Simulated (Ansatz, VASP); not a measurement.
**Two plane-wave programs on KI**

File INCAR:

```
ALGO     = Normal         # electronic algorithm
EDIFF    = 1E-7           # SCF threshold, eV
ENCUT    = 520            # plane-wave cutoff, eV
GGA      = PE             # functional
ISIF     = 2              # what is computed and relaxed
ISMEAR   = -1             # smearing method
LASPH    = T              # aspherical terms in the spheres
LCHARG   = T              # write CHGCAR
LELF     = T              # ELF
LREAL    = F              # projectors in reciprocal space
LVHAR    = T            
LWAVE    = F              # write WAVECAR
NBANDS   = 15             # bands
NELM     = 100            # most SCF steps
PREC     = Accurate       # precision mode
SIGMA    = 0.02           # smearing width, eV
```

KPOINTS

```
k-points
0
Gamma
  6 6 6
```

The input POSCAR:

```
KI
1.0
    4.2909468193      0.0000000000      0.0000000000
    0.0000000000      4.2909468193      0.0000000000
    0.0000000000      0.0000000000      4.2909468193
K I
1 1
Direct
    0.0000000000      0.0000000000      0.0000000000
    0.5000000000      0.5000000000      0.5000000000
```

Input for Ansatz:

```yaml
crystal:
  lattice:
    - [4.2909468193, 0.0, 0.0]
    - [0.0, 4.2909468193, 0.0]
    - [0.0, 0.0, 4.2909468193]
  atoms:
    - { symbol: K, position: [0.0, 0.0, 0.0] }
    - { symbol: I, position: [0.5, 0.5, 0.5] }
kpoints:
  mp_grid: { grid: [6, 6, 6] }
  band_path:
    path:
      - [[0.0, 0.0, 0.0], [2.053369654717e-50, 0.5, 5.952822635313e-68], [0.5, 0.5, 1.421312920923e-34], [0.0, 0.0, 0.0], [0.5, 0.5, 0.5], [2.053369654717e-50, 0.5, 5.952822635313e-68]]
      - [[0.5, 0.5, 0.5], [0.5, 0.5, 1.421312920923e-34]]
    npoints: 10
hamiltonian:
  xc: pbe
scf:
  occupations: { method: fermi_dirac, width: 0.02 }
  n_extra_bands: 4
output:
  forces: true
  stress: true
  eigenvalues: true
```

Alike in both runs: task single point; functional PBE; k mesh 6 × 6 × 6; occupations fermi-dirac, width 0.02 eV; no spin polarisation.

|  | VASP | Ansatz |
| --- | --- | --- |
| version | VASP 6.6.1 | Ansatz 0.2.0 |
| potentials or method | VASP PAW PBE potentials, release 64 (K_sv, I) | plane waves, PAW |
| plane-wave cutoff (eV) | 520 | 420 |
| valence electrons in the cell | 16 | 26 |

```tsv
	VASP	Ansatz	Ansatz less VASP
gap on the k mesh at the Fermi level (eV)	3.33	3.33	+0.004
pressure (GPa)	0.5	0.5	-0.02
```

VASP's potentials hold 16 valence electrons a cell and Ansatz's 26, so a difference there can come from the potentials and not from the codes.

Spin-orbit coupling is off throughout.
